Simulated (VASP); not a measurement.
# Sn (Fd-3m) in VASP: notebook

Sn is run at these levels: PBEsol; tasks: single point.

Everything below comes from runs of VASP 6.6.1. Logs are shortened: lines on timing, memory, paths and dates and some standing lists are left out, and cuts for length are marked.

## 1. The cell of the first run

Symmetry: Fd-3m, No. 227, cubic system. The conventional cell has a = 6.542 Å, b = 6.542 Å, c = 6.542 Å, α = 90.00°, β = 90.00°, γ = 90.00°. Sn (site symmetry -43m) has 4 Sn at 2.83 Å within 3.7 Å.

This isn't the form of Sn at room conditions, which is tetragonal (white tin).

## 2. Single point, PBEsol

The input, INCAR:

```
SYSTEM = Sn
PREC = Accurate
ENCUT = 520
EDIFF = 1E-7
ISMEAR = 0
SIGMA = 0.1
LREAL = .False.
LASPH = .True.
NELM = 60
ALGO = Fast
ISIF = 2
LWAVE = .False.
LCHARG = .False.
GGA = PS
ISYM = 0
NBANDS = 21
```

The input, KPOINTS:

```
Automatic mesh
0
Gamma
  6 5 23
  0 0 0
```

The input, POSCAR:

```
Sn
1.0
    6.5415585737      0.0000000000      0.0000000000
   -3.2707792869      7.3136848248      0.0000000000
    0.0000000000     -4.3882108949      1.4627369650
Sn
2
Direct
    0.5000000000      0.0000000000      0.0000000000
    0.7500000000      0.0000000000      0.5000000000
```

Potentials or basis: VASP PAW PBE potentials, release 64 (Sn_d).

Run with:

```
$ cat potpaw_PBE.64/Sn_d/POTCAR > POTCAR
$ mpirun -np 1 vasp_std > vasp.out
```

OUTCAR:

```text
SYSTEM = Sn
   PREC = Accurate
   ENCUT = 520
   EDIFF = 1E-7
   ISMEAR = 0
   LREAL = .False.
   LASPH = .True.
   NELM = 60
   ISIF = 2
   GGA = PS
   ISYM = 0

 ion  position               nearest neighbor table
   1  0.500  0.000  0.000-   2 2.83   2 2.83   2 2.83
   2  0.750  0.000  0.500-   1 2.83   1 2.83   1 2.83

IMPORTANT INFORMATION: All symmetrisations will be switched off!
NOSYMM: (Re-)initialisation of all symmetry stuff for point group C_1.

----------------------------------------------------------------------------------------

                                     Primitive cell

  volume of cell :      69.9816

  direct lattice vectors                    reciprocal lattice vectors
     6.541558574  0.000000000  0.000000000     0.152868768  0.068364991  0.205094974
    -3.270779287  7.313684825  0.000000000     0.000000000  0.136729983  0.410189948
     0.000000000 -4.388210895  1.462736965     0.000000000  0.000000000  0.683649914

  length of vectors
     6.541558574  8.011740314  4.625580427     0.264776473  0.432378170  0.683649914

  position of ions in fractional coordinates (direct lattice)
     0.500000000  0.000000000  0.000000000
     0.750000000  0.000000000  0.500000000

  ion indices of the primitive-cell ions
   primitive index   ion index
                 1           1
                 2           2

----------------------------------------------------------------------------------------

 KPOINTS: Automatic mesh

Automatic generation of k-mesh.
 Grid dimensions read from file:
 generate k-points for:    6    5   23

 Generating k-lattice:

  Cartesian coordinates                     Fractional coordinates (reciprocal lattice)
     0.025478128  0.011394165  0.034182496     0.166666667  0.000000000  0.000000000
     0.000000000  0.027345997  0.082037990     0.000000000  0.200000000  0.000000000
     0.000000000  0.000000000  0.029723909     0.000000000  0.000000000  0.043478261

  Length of vectors
     0.044129412  0.086475634  0.029723909

  Shift w.r.t. Gamma in fractional coordinates (k-lattice)
     0.000000000  0.000000000  0.000000000

 -----------------------------------------------------------------------------
|                                                                             |
|           W    W    AA    RRRRR   N    N  II  N    N   GGGG   !!!           |
|           W    W   A  A   R    R  NN   N  II  NN   N  G    G  !!!           |
|           W    W  A    A  R    R  N N  N  II  N N  N  G       !!!           |
|           W WW W  AAAAAA  RRRRR   N  N N  II  N  N N  G  GGG   !            |
|           WW  WW  A    A  R   R   N   NN  II  N   NN  G    G                |
[... 67 lines left out ...]
   EDIFFG = 0.1E-05   stopping-criterion for IOM
   NSW    =      0    number of steps for IOM
   IBRION =     -1    ionic relax: 0-MD 1-quasi-New 2-CG
   NFREE  =      0    steps in history (QN), initial steepest desc. (CG)
   ISIF   =      2    stress and relaxation
   ISYM   =      0    0-nonsym 1-usesym 2-fastsym
   POTIM  = 0.5000    time-step for ionic-motion
   TEBEG  =    0.0;   TEEND  =   0.0 temperature during run
   PSTRESS=    0.0 pullay stress
   NELECT =      28.0000    total number of electrons
   NUPDOWN=      -1.0000    fix difference up-down
   EMIN   =  10.00;   EMAX   =-10.00  energy-range for DOS
   EFERMI =   0.00;   METHOD = LEGACY
   ISMEAR =     0;   SIGMA  =   0.10  broadening in eV -4-tet -1-fermi 0-gaus
   EFERMI_NEDOS =   21; number of points for ismear=-14 and -15
   IALGO  =     68    algorithm
   IMIX   =      4    mixing-type and parameters
     AMIX     =   0.40;   BMIX     =  1.00
     AMIX_MAG =   1.60;   BMIX_MAG =  1.00
  volume/ion in A,a.u.               =      34.99       236.13
  Fermi-wavevector in a.u.,A,eV,Ry     =   1.206330  2.279634 19.799647  1.455233
  Thomas-Fermi vector in A             =   2.342001
   LORBIT       =      0    0 simple, 1 ext, 2 COOP (PROOUT), +10 PAW based schemes
   GGA     = PS    functional components
   LHFCALC =     F    Hartree Fock is set to
   AEXX    =    0.0000 exact exchange contribution
   IVDW    =     0    specifies the selected vdW correction
   LEPSILON=     F    determine dielectric tensor
   LRPA    =     F    only Hartree local field effects (RPA)
 non-spin polarized calculation
 RMM-DIIS sequential band-by-band and
 Gauss-broadening in eV      SIGMA  =   0.10
  energy-cutoff  :      520.00
  volume of cell :       69.98
 maximum number of plane-waves:      1901
 NGX is ok and might be reduce to    50
   NGX = 25   NGY = 29   NGZ = 17

 number of electron      27.9999995 magnetization

 Free energy of the ion-electron system (eV)
  ---------------------------------------------------
  ext. energy  EPLUGINS =         0.00000000
  ---------------------------------------------------
  free energy    TOTEN  =        -8.46586308 eV

  energy without entropy =       -8.46513408  energy(sigma->0) =       -8.46549858

 E-fermi :   5.2665     XC(G=0):  -8.9614

 val. band max:        5.2278097588   @ k =   0.0000  -0.2000   0.1304
 cond. band min:       5.2986254104   @ k =   0.5000  -0.4000   0.4348
 fundamental gap:      0.0708156516
 Fermi energy:         5.2665462616

 k-point     1 :       0.0000    0.0000    0.0000
  band No.  band energies     occupation
      1     -16.3149      2.00000
      2     -16.3146      2.00000
      3     -16.3145      2.00000
      4     -16.2576      2.00000
      5     -16.2574      2.00000
      6     -15.9652      2.00000
[... 565 lines left out ...]
     20      13.5121      0.00000
     21      14.5075      0.00000

 [... further k-points ...]

------------------------ aborting loop because EDIFF is reached ----------------------------------------

  FORCE on cell =-STRESS in cart. coord.  units (eV):
  Direction    XX          YY          ZZ          XY          YZ          ZX
  --------------------------------------------------------------------------------------
  -------------------------------------------------------------------------------------
  Total       -0.0455035     -0.0333348     -0.0562857     -0.0138550     -0.0047019     -0.0077041
  in kB       -1.0417685     -0.7631760     -1.2886204     -0.3172004     -0.1076472     -0.1763797
  external PRESSURE =      -1.0311883 kB  Pullay stress =       0.0000000 kB

 VOLUME and BASIS-vectors are now :
 -----------------------------------------------------------------------------
  energy-cutoff  :      520.00
  volume of cell :       69.98
      direct lattice vectors                 reciprocal lattice vectors
     6.541558574  0.000000000  0.000000000     0.152868768  0.068364991  0.205094974
    -3.270779287  7.313684825  0.000000000     0.000000000  0.136729983  0.410189948
     0.000000000 -4.388210895  1.462736965     0.000000000  0.000000000  0.683649914

 POSITION                                       TOTAL-FORCE (eV/Angst)
 -----------------------------------------------------------------------------------
      3.27078      0.00000      0.00000         0.005435     -0.000462      0.008880
      4.90617     -2.19411      0.73137        -0.005435      0.000462     -0.008880
 -----------------------------------------------------------------------------------
    total drift:                               -0.000001      0.000000     -0.000001

  FREE ENERGIE OF THE ION-ELECTRON SYSTEM (eV)
  ---------------------------------------------------
  free  energy   TOTEN  =        -8.4658630845 eV

  energy  without entropy=       -8.4651340826  energy(sigma->0) =       -8.46549858
```

OSZICAR:

```text
N       E                     dE             d eps       ncg     rms          rms(c)
DAV:   1     0.229081488960E+03    0.22908E+03   -0.14851E+04 14750   0.192E+03
DAV:   2     0.166807768395E+02   -0.21240E+03   -0.20788E+03 14597   0.446E+02
DAV:   3    -0.774380773108E+01   -0.24425E+02   -0.24289E+02 17060   0.140E+02
DAV:   4    -0.853724319898E+01   -0.79344E+00   -0.79316E+00 16470   0.287E+01
DAV:   5    -0.856447172550E+01   -0.27229E-01   -0.27228E-01 21109   0.516E+00    0.316E+00
RMM:   6    -0.849661124707E+01    0.67860E-01   -0.34222E-02 17970   0.228E+00    0.184E+00
RMM:   7    -0.846397572631E+01    0.32636E-01   -0.57650E-02 17946   0.256E+00    0.160E-01
RMM:   8    -0.846532735351E+01   -0.13516E-02   -0.10879E-02 18794   0.935E-01    0.658E-02
RMM:   9    -0.846582428166E+01   -0.49693E-03   -0.33007E-03 22992   0.490E-01    0.357E-02
RMM:  10    -0.846584966360E+01   -0.25382E-04   -0.27675E-04 19184   0.180E-01    0.107E-02
RMM:  11    -0.846586297295E+01   -0.13309E-04   -0.13250E-04 24607   0.896E-02    0.931E-03
RMM:  12    -0.846586315666E+01   -0.18371E-06   -0.91601E-06 20686   0.283E-02    0.238E-03
RMM:  13    -0.846586309767E+01    0.58999E-07   -0.36147E-06 23407   0.152E-02    0.827E-04
RMM:  14    -0.846586308448E+01    0.13188E-07   -0.45519E-07 14146   0.526E-03
   1 F= -.84658631E+01 E0= -.84654986E+01  d E =-.729002E-03
```

Wall time 39 min (1 thread of Intel Xeon 8259CL, shared host); peak memory 0.61 GiB.

What came out:

| Item | Value |
| --- | --- |
| Free energy | -8.4659 eV |
| Pressure | -0.1 GPa |
| Band gap on the k mesh | zero (bands 14 and 15 overlap by 0.19 eV) |

Caveat: the PAW data sets were made with another functional, which shifts forces and pressure a little; spin-orbit coupling is left out, which moves the levels of the heavy elements.

## 3. Single point, PBEsol (strained)

The input, INCAR:

```
ALGO = Normal ; EDIFF = 1E-6
ENCUT = 520 ; GGA = PS
ISIF = 2 ; ISMEAR = 0
LASPH = True ; LCHARG = True
LELF = True ; LREAL = False
LVHAR = True ; LWAVE = False
NBANDS = 21 ; NELM = 60
PREC = Accurate ; SIGMA = 0.1
```

The input, KPOINTS:

```
k-points
0
Gamma
  12 12 12
```

The input, POSCAR:

```
Sn
1.0
    0.0000000000      3.2868840320      3.2868840320
    3.2868840320      0.0000000000      3.2868840320
    3.2868840320      3.2868840320      0.0000000000
Sn
2
Direct
    0.5000000000      0.5000000000      0.5000000000
    0.7500000000      0.7500000000      0.7500000000
```

Potentials or basis: VASP PAW PBE potentials, release 64 (Sn_d).

Run with:

```
$ cat potpaw_PBE.64/Sn_d/POTCAR > POTCAR
$ mpirun -np 1 vasp_std > vasp.out
```

OUTCAR:

```text
EDIFF = 1E-6
   ENCUT = 520
   GGA = PS
   ISIF = 2
   ISMEAR = 0
   LASPH = True
   LREAL = False
   NELM = 60
   PREC = Accurate

 ion  position               nearest neighbor table
   1  0.500  0.500  0.500-   2 2.85   2 2.85   2 2.85   2 2.85
   2  0.750  0.750  0.750-   1 2.85   1 2.85   1 2.85   1 2.85

  LATTYP: Found a face centered cubic cell.
 ALAT       =     6.5737680640

  Lattice vectors:

 A1 = (   0.0000000000,   3.2868840320,   3.2868840320)
 A2 = (   3.2868840320,   0.0000000000,   3.2868840320)
 A3 = (   3.2868840320,   3.2868840320,   0.0000000000)

Analysis of symmetry for initial positions (statically):
=====================================================================
 Subroutine PRICEL returns:
 Original cell was already a primitive cell.

 Routine SETGRP: Setting up the symmetry group for a
 face centered cubic supercell.

 Subroutine GETGRP returns: Found 48 space group operations
 (whereof 24 operations were pure point group operations)
 out of a pool of 48 trial point group operations.

The static configuration has the point symmetry T_d .
 The point group associated with its full space group is O_h .

Analysis of symmetry for dynamics (positions and initial velocities):
=====================================================================
 Subroutine PRICEL returns:
 Original cell was already a primitive cell.

 Routine SETGRP: Setting up the symmetry group for a
 face centered cubic supercell.

 Subroutine GETGRP returns: Found 48 space group operations
 (whereof 24 operations were pure point group operations)
 out of a pool of 48 trial point group operations.

The dynamic configuration has the point symmetry T_d .
 The point group associated with its full space group is O_h .

 Subroutine INISYM returns: Found 48 space group operations
 (whereof 24 operations are pure point group operations),
 and found     1 'primitive' translations

[... 111 lines left out ...]
   IALGO  =     38    algorithm
   IMIX   =      4    mixing-type and parameters
     AMIX     =   0.40;   BMIX     =  1.00
     AMIX_MAG =   1.60;   BMIX_MAG =  1.00
  volume/ion in A,a.u.               =      35.51       239.63
  Fermi-wavevector in a.u.,A,eV,Ry     =   1.200420  2.268464 19.606098  1.441008
  Thomas-Fermi vector in A             =   2.336256
   LORBIT       =      0    0 simple, 1 ext, 2 COOP (PROOUT), +10 PAW based schemes
   GGA     = PS    functional components
   LHFCALC =     F    Hartree Fock is set to
   AEXX    =    0.0000 exact exchange contribution
   IVDW    =     0    specifies the selected vdW correction
   LEPSILON=     F    determine dielectric tensor
   LRPA    =     F    only Hartree local field effects (RPA)
 non-spin polarized calculation
 Gauss-broadening in eV      SIGMA  =   0.10
  energy-cutoff  :      520.00
  volume of cell :       71.02
 maximum number of plane-waves:      1932
   NGX = 17   NGY = 17   NGZ = 17

 number of electron      27.9999985 magnetization

 Free energy of the ion-electron system (eV)
  ---------------------------------------------------
  ext. energy  EPLUGINS =         0.00000000
  ---------------------------------------------------
  free energy    TOTEN  =        -8.46358206 eV

  energy without entropy =       -8.46231005  energy(sigma->0) =       -8.46294606

 E-fermi :   5.0629     XC(G=0):  -8.8984

 val. band max:        5.0409810933   @ k =   0.0833   0.0000   0.0000
 cond. band min:       5.1244043045   @ k =   0.3333   0.0000   0.0000
 fundamental gap:      0.0834232112
 Fermi energy:         5.0628576425

 k-point     1 :       0.0000    0.0000    0.0000
  band No.  band energies     occupation
      1     -16.4396      2.00000
      2     -16.4396      2.00000
      3     -16.4396      2.00000
      4     -16.3844      2.00000
      5     -16.3844      2.00000
      6     -16.1032      2.00000
[... 565 lines left out ...]
     20      12.8127      0.00000
     21      12.9615      0.00000

 [... further k-points ...]

------------------------ aborting loop because EDIFF is reached ----------------------------------------

  FORCE on cell =-STRESS in cart. coord.  units (eV):
  Direction    XX          YY          ZZ          XY          YZ          ZX
  --------------------------------------------------------------------------------------
  -------------------------------------------------------------------------------------
  Total       -0.2974987     -0.2974987     -0.2974987      0.0000000      0.0000000      0.0000000
  in kB       -6.7113916     -6.7113916     -6.7113916      0.0000000      0.0000000      0.0000000
  external PRESSURE =      -6.7113916 kB  Pullay stress =       0.0000000 kB

 VOLUME and BASIS-vectors are now :
 -----------------------------------------------------------------------------
  energy-cutoff  :      520.00
  volume of cell :       71.02
      direct lattice vectors                 reciprocal lattice vectors
     0.000000000  3.286884032  3.286884032    -0.152119757  0.152119757  0.152119757
     3.286884032  0.000000000  3.286884032     0.152119757 -0.152119757  0.152119757
     3.286884032  3.286884032  0.000000000     0.152119757  0.152119757 -0.152119757

 POSITION                                       TOTAL-FORCE (eV/Angst)
 -----------------------------------------------------------------------------------
      3.28688      3.28688      3.28688        -0.000000     -0.000000     -0.000000
      4.93033      4.93033      4.93033         0.000000      0.000000      0.000000
 -----------------------------------------------------------------------------------
    total drift:                                0.000000      0.000000      0.000000

  FREE ENERGIE OF THE ION-ELECTRON SYSTEM (eV)
  ---------------------------------------------------
  free  energy   TOTEN  =        -8.4635820602 eV

  energy  without entropy=       -8.4623100527  energy(sigma->0) =       -8.46294606
```

OSZICAR:

```text
N       E                     dE             d eps       ncg     rms          rms(c)
DAV:   1     0.230918204213E+03    0.23092E+03   -0.14786E+04  3067   0.190E+03
DAV:   2     0.171562232169E+02   -0.21376E+03   -0.20891E+03  3044   0.448E+02
DAV:   3    -0.771458547948E+01   -0.24871E+02   -0.24743E+02  3559   0.141E+02
DAV:   4    -0.852982276370E+01   -0.81524E+00   -0.81497E+00  3394   0.289E+01
DAV:   5    -0.855792960099E+01   -0.28107E-01   -0.28106E-01  4446   0.524E+00    0.309E+00
DAV:   6    -0.849334679966E+01    0.64583E-01   -0.39858E-02  4075   0.263E+00    0.175E+00
DAV:   7    -0.846242359359E+01    0.30923E-01   -0.49329E-02  3660   0.245E+00    0.163E-01
DAV:   8    -0.846330387573E+01   -0.88028E-03   -0.68608E-03  3349   0.970E-01    0.517E-02
DAV:   9    -0.846357423186E+01   -0.27036E-03   -0.39160E-04  3781   0.153E-01    0.982E-03
DAV:  10    -0.846358034377E+01   -0.61119E-05   -0.13461E-05  3552   0.277E-02    0.549E-03
DAV:  11    -0.846358216252E+01   -0.18187E-05   -0.29549E-06  2708   0.115E-02    0.538E-04
DAV:  12    -0.846358206025E+01    0.10227E-06   -0.21266E-07  2247   0.646E-03
   1 F= -.84635821E+01 E0= -.84629461E+01  d E =-.127201E-02
```

Run time: 47 s. Hardware: 1 thread of Intel Xeon Platinum 8488C (Sapphire Rapids), shared host; peak memory 0.24 GiB.

Results:

```
Free energy            : -8.4636 eV
Pressure               : -0.7 GPa
Band gap on the k mesh : zero (bands 14 and 15 overlap by 0.22 eV)
```

Levels at points of the mesh, in eV from the Fermi level:
```csv
k point,band 10,band 11,band 12,band 13,band 14,band 15,band 16,band 17,band 18,band 19
"(0.00, 0.00, 0.00)",-21.16,-10.35,-0.93,0.11,0.11,0.11,2.17,2.17,2.17,4.85
"(0.50, 0.00, 0.00)",-21.12,-8.80,-6.16,-1.04,-1.04,-0.11,3.22,3.22,5.57,8.26
"(0.50, 0.50, 0.00)",-21.10,-7.38,-7.38,-2.32,-2.32,0.83,0.83,7.49,7.49,8.97
```

Caveat: the cell differs from its parent crystal (strained); the PAW data sets were made with another functional, which shifts forces and pressure a little; spin-orbit coupling is left out, which moves the levels of the heavy elements.

## 4. Single point, PBEsol (strained)

The input, INCAR:

```
ALGO = Normal
EDIFF = 1E-6
ENCUT = 520
GGA = PS
ISIF = 2
ISMEAR = 0
LASPH = True
LCHARG = False
LREAL = False
LWAVE = False
NBANDS = 21
NELM = 60
PREC = Accurate
SIGMA = 0.1
```

KPOINTS is that of step 3.

The input, POSCAR:

```
Sn
1.0
    0.0000000000      3.3851283440      3.3851283440
    3.3851283440      0.0000000000      3.3851283440
    3.3851283440      3.3851283440      0.0000000000
Sn
2
Direct
    0.5000000000      0.5000000000      0.5000000000
    0.7500000000      0.7500000000      0.7500000000
```

Run with:

```
$ cat potpaw_PBE.64/Sn_d/POTCAR > POTCAR
$ mpirun -np 1 vasp_std > vasp.out
```

It took 50 s on 1 thread of Intel Xeon Platinum 8488C (Sapphire Rapids), shared host; peak memory 0.25 GiB.

The run converged. Its results:

* Free energy: -8.3772 eV
* Pressure: -3.4 GPa
* Band gap on the k mesh: zero (bands 14 and 15 overlap by 0.37 eV)

Levels at points of the mesh, in eV from the Fermi level:
| k point | band 10 | band 11 | band 12 | band 13 | band 14 | band 15 | band 16 | band 17 | band 18 | band 19 |
| --- | --- | --- | --- | --- | --- | --- | --- | --- | --- | --- |
| (0.00, 0.00, 0.00) | -21.08 | -9.79 | -1.49 | 0.14 | 0.14 | 0.14 | 2.17 | 2.17 | 2.17 | 4.80 |
| (0.50, 0.00, 0.00) | -21.04 | -8.41 | -5.86 | -0.89 | -0.89 | -0.23 | 3.19 | 3.19 | 5.62 | 7.76 |
| (0.50, 0.50, 0.00) | -21.03 | -7.10 | -7.10 | -2.04 | -2.04 | 0.93 | 0.93 | 6.97 | 6.97 | 8.39 |

Caveat: the cell differs from its parent crystal (strained); the cell stands under tension; the PAW data sets were made with another functional, which shifts forces and pressure a little; spin-orbit coupling is left out, which moves the levels of the heavy elements.

## 5. Overview

| cell | k mesh | gap on the mesh (eV) | pressure (GPa) |
| --- | --- | --- | --- |
| a = 6.542, b = 8.012, c = 4.626 Å, angles 150.0, 90.0, 114.1°, 2 atoms, atomic positions A | 6 × 5 × 23 | none | -0.1 |
| a = 4.648 Å, angles 60.0°, 2 atoms, atomic positions B | 12 × 12 × 12 | none | -0.7 |
| a = 4.787 Å, angles 60.0°, 2 atoms, atomic positions B | 12 × 12 × 12 | none | -3.4 |

Alike in all rows: task single point; level PBEsol; potentials or basis VASP PAW PBE potentials, release 64 (Sn_d); no spin polarisation; cutoff (eV) 520; smearing gaussian 0.1 eV.

Caveats: the PAW data sets were made with another functional, which shifts forces and pressure a little; spin-orbit coupling is left out, which moves the levels of the heavy elements; the cell stands under tension (at least some runs).

Absolute energies hang on the potentials; compare differences alone.

The gap in the log of VASP goes by the Fermi energy; the results here count the filled bands.